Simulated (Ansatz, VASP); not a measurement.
One calculation of Mn2B2S, two programs

```
Mn B S
1.0
     2.63456    0.00000    0.00000
     0.00000    2.63456    0.00000
     0.00000    0.00000    8.47710
Mn B S
2 2 1
Direct
  0.00000 0.00000 0.72977
  0.00000 0.00000 0.27023
  0.00000 0.00000 0.50000
  0.50000 0.50000 0.50000
  0.00000 0.00000 0.00000
```

Alike in both runs: functional PBE; k mesh 14 × 14 × 6; occupations gaussian, width 0.1 eV; collinear spin.

Ansatz relaxed the structure, and its values are those at the end. VASP's run is a single point on that final structure, the one shown.

|  | VASP | Ansatz |
| --- | --- | --- |
| version | VASP 6.6.1 | Ansatz 0.2.0 |
| potentials or method | VASP PAW PBE potentials, release 64 (Mn_pv, B, S), cutoff 520 eV | scalar-relativistic, plane waves, PAW |
| valence electrons in the cell | 38 | 42 |

```tsv
	VASP	Ansatz	Ansatz less VASP
gap on the k mesh at the Fermi level (eV)	none	none	-
pressure (GPa)	0.1	0.0	-0.15
rms of the force components (eV/Å)	0.007	0.000	-0.0068
net moment per atom (μB)	1.06	1.06	-0.005
size of the moment on the site where the two differ most (μB)	2.63	2.28	-0.357
```

Site moments also hang on the region over which each program counts them. A gap of «none» marks a metal or a gap that the smearing closes. VASP's potentials hold 38 valence electrons a cell and Ansatz's 42, so a difference there can come from the potentials and not from the codes.
